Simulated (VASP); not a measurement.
Si, 1 atom in the cell. Symmetry: Im-3m, No. 229, cubic system. The conventional cell has a = 3.108 Å, b = 3.108 Å, c = 3.108 Å, α = 90.00°, β = 90.00°, γ = 90.00°. Si (site symmetry m-3m) has 14 Si at 2.69 to 3.11 Å within 3.5 Å. 

| Item | Value |
| --- | --- |
| Program | VASP 6.6.1 |
| Task | relaxation of cell and atoms |
| Functional | r2SCAN |
| Potentials or basis | VASP PAW PBE potentials, release 64 (Si) |
| Cutoff | 600 eV |
| k mesh | 14 × 14 × 14 |
| Occupations | fermi-dirac, width 0.1 eV |
| Spin | no spin polarisation |
| Dipole correction | no |
| Further INCAR settings | ALGO = Normal; EDIFF = 1e-07; IBRION = 2; EDIFFG = -0.01; NSW = 80; ISIF = 3 |

Potentials or basis: VASP PAW PBE potentials, release 64 (Si).

Run with:

```sh
$ cat potpaw_PBE.64/Si/POTCAR > POTCAR
$ cp INCAR.step1 INCAR
$ mpirun -np 1 vasp_std > vasp.out
$ cp INCAR.step2 INCAR
$ mpirun -np 1 vasp_std > vasp.out
```

Hardware: 1 thread of Intel Xeon 8259CL, with other jobs on the host.

How long does it take, and how much memory?

Run time: 110 s on 1 thread of Intel Xeon 8259CL (shared host), peak memory 0.15 GiB. Counts: k points 104, ion steps 3.
